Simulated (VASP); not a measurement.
# SnO (P2_1) in VASP: notebook, part 2 of 2

VASP 6.6.1.

## (3) Single point, PBE+D3(BJ)

Input file INCAR:

```
SYSTEM = SnO
ALGO = Normal ; EDIFF = 1E-6
ENCUT = 520 ; GGA = PE
ISIF = 2 ; ISMEAR = 0
IVDW = 12 ; LASPH = .True.
LCHARG = .False. ; LREAL = .False.
LWAVE = .False. ; NBANDS = 28
NELM = 100 ; PREC = Accurate
SIGMA = 0.05
```

Input file KPOINTS:

```
k-points
0
Gamma
  8 6 8
  0 0 0
```

Input file POSCAR:

```
SnO
1.0
    2.9799298646     -0.0669647161      0.0000000000
   -0.1144728789      5.0940431100      0.0000000000
    0.0000000000      0.0000000000      3.9070816200
Sn O
2 2
Direct
    0.0000000000      0.2344934793      0.5273389918
    0.5000000000      0.7655065207      0.0273389918
    0.0000000000      0.8833967007      0.7226620082
    0.5000000000      0.1166032993      0.2226620082
```

Potentials or basis: VASP PAW PBE potentials, release 64 (Sn_d, O).

Launch:

```console
$ cat potpaw_PBE.64/Sn_d/POTCAR potpaw_PBE.64/O/POTCAR > POTCAR
$ mpirun -np 1 vasp_std > vasp.out
```

OUTCAR:

```text
SYSTEM = SnO
   EDIFF = 1E-6
   ENCUT = 520
   GGA = PE
   ISIF = 2
   ISMEAR = 0
   IVDW = 12
   LASPH = .True.
   LREAL = .False.
   NELM = 100
   PREC = Accurate
 IVDW          = 12

 ion  position               nearest neighbor table
   1  0.000  0.234  0.527-   3 1.94   4 1.98   4 2.02   2 3.38   2 3.38   2 3.47   2 3.47   2 3.60
                             2 3.60   2 3.70   2 3.70
   2  0.500  0.766  0.027-   4 1.94   3 1.98   3 2.02   1 3.38   1 3.38   1 3.47   1 3.47   1 3.60
                             1 3.60   1 3.70   1 3.70
   3  0.000  0.883  0.723-   1 1.94   2 1.98   2 2.02
   4  0.500  0.117  0.223-   2 1.94   1 1.98   1 2.02

  LATTYP: Found a simple monoclinic cell.
 ALAT       =     2.9806821822
 B/A-ratio  =     1.3108011459
 C/A-ratio  =     1.7094506721
 COS(beta)  =    -0.0449211357

  Lattice vectors:

 A1 = (   2.9799298646,  -0.0669647161,   0.0000000000)
 A2 = (   0.0000000000,   0.0000000000,  -3.9070816200)
 A3 = (  -0.1144728789,   5.0940431100,   0.0000000000)

Analysis of symmetry for initial positions (statically):
=====================================================================
 Subroutine PRICEL returns:
 Original cell was already a primitive cell.

 Routine SETGRP: Setting up the symmetry group for a
 simple monoclinic supercell.

 Subroutine GETGRP returns: Found  2 space group operations
 (whereof  1 operations were pure point group operations)
 out of a pool of  4 trial point group operations.

The static configuration has the point symmetry C_1 .
 The point group associated with its full space group is C_2 .

Analysis of symmetry for dynamics (positions and initial velocities):
=====================================================================
 Subroutine PRICEL returns:
 Original cell was already a primitive cell.

 Routine SETGRP: Setting up the symmetry group for a
 simple monoclinic supercell.

 Subroutine GETGRP returns: Found  2 space group operations
 (whereof  1 operations were pure point group operations)
[... 128 lines left out ...]
  volume/ion in A,a.u.               =      14.82       100.01
  Fermi-wavevector in a.u.,A,eV,Ry     =   1.435911  2.713479 28.053048  2.061841
  Thomas-Fermi vector in A             =   2.555158
   LORBIT       =      0    0 simple, 1 ext, 2 COOP (PROOUT), +10 PAW based schemes
   GGA     = PE    functional components
   LHFCALC =     F    Hartree Fock is set to
   AEXX    =    0.0000 exact exchange contribution
   IVDW    =    12    specifies the selected vdW correction
   LEPSILON=     F    determine dielectric tensor
   LRPA    =     F    only Hartree local field effects (RPA)
 non-spin polarized calculation
 Gauss-broadening in eV      SIGMA  =   0.05
  energy-cutoff  :      520.00
  volume of cell :       59.28
 maximum number of plane-waves:      1618
 NGX is ok and might be reduce to    24
   NGX = 11   NGY = 19   NGZ = 15

 number of electron      39.9999995 magnetization

 Free energy of the ion-electron system (eV)
  ---------------------------------------------------
  ext. energy  EPLUGINS =         0.00000000
  ---------------------------------------------------
  free energy    TOTEN  =       -20.50987970 eV

  energy without entropy =      -20.50987970  energy(sigma->0) =      -20.50987970

 E-fermi :   9.0111     XC(G=0): -11.1147

 val. band max:        8.7609755943   @ k =   0.3750   0.5000   0.0000
 cond. band min:       9.5119467259   @ k =   0.3750   0.5000   0.0000
 fundamental gap:      0.7509711316
 Fermi energy:         9.0111124966

 k-point     1 :       0.0000    0.0000    0.0000
  band No.  band energies     occupation
      1     -13.9107      2.00000
      2     -13.0072      2.00000
      3     -12.7676      2.00000
      4     -12.6332      2.00000
      5     -12.4861      2.00000
      6     -12.4263      2.00000
[... 733 lines left out ...]
     27      19.5184      0.00000
     28      20.0760      0.00000

 [... further k-points ...]

------------------------ aborting loop because EDIFF is reached ----------------------------------------

 Edisp (eV)   -1.11739

 E8    (eV) :    -0.4848

  FORCE on cell =-STRESS in cart. coord.  units (eV):
  Direction    XX          YY          ZZ          XY          YZ          ZX
  --------------------------------------------------------------------------------------
  -------------------------------------------------------------------------------------
  Total      14.80562    15.22763    10.98973     0.47202     0.00000     0.00000
  in kB     400.16155   411.56755   297.02706    12.75765     0.00000     0.00000
  external pressure =      369.59 kB  Pullay stress =        0.00 kB

 VOLUME and BASIS-vectors are now :
 -----------------------------------------------------------------------------
  energy-cutoff  :      520.00
  volume of cell :       59.28
      direct lattice vectors                 reciprocal lattice vectors
     2.979929865 -0.066964716  0.000000000     0.335747916  0.007544897  0.000000000
    -0.114472879  5.094043110  0.000000000     0.004413638  0.196406905  0.000000000
     0.000000000  0.000000000  3.907081620     0.000000000  0.000000000  0.255945511

 POSITION                                       TOTAL-FORCE (eV/Angst)
 -----------------------------------------------------------------------------------
     -0.02684      1.19452      2.06036         0.483153      5.033016      1.198577
      1.40234      3.86604      0.10682        -0.483153     -5.033016      1.198577
     -0.10112      4.50006      2.82350         0.290046     -1.126913     -1.198577
      1.47662      0.56050      0.86996        -0.290046      1.126913     -1.198577
 -----------------------------------------------------------------------------------
    total drift:                               -0.000000      0.000000     -0.000305

  FREE ENERGIE OF THE ION-ELECTRON SYSTEM (eV)
  ---------------------------------------------------
  free  energy   TOTEN  =       -21.6272649513 eV

  energy  without entropy=      -21.6272649513  energy(sigma->0) =      -21.62726495
```

It took 7.2 min on 1 thread of Intel Xeon 8259CL, shared host; peak memory 0.31 GiB.

What came out:

| Item | Value |
| --- | --- |
| Free energy | -21.6273 eV |
| Pressure | 37.0 GPa |
| Largest force | 5.196 eV/Å |
| Band gap on the k mesh | 0.75 eV |
| Dispersion energy per atom | -0.279 eV |

Forces on the atoms (eV/Å):
```
Sn   0.483  5.033  1.199
Sn  -0.483 -5.033  1.199
O    0.290 -1.127 -1.199
O   -0.290  1.127 -1.199
```

Stress tensor (GPa, compression positive):
```
40.02  1.28  0.00
 1.28 41.16  0.00
 0.00  0.00 29.70
```

Caveat: the stress differs along the axes, from 30 to 41 GPa; semilocal functionals underestimate gaps, and a narrow one can read as zero; spin-orbit coupling is left out, which moves the levels of the heavy elements; forces of over 1 eV/Å act on the atoms, so gaps and moduli don't describe the material at rest. A k mesh can miss the band edges.
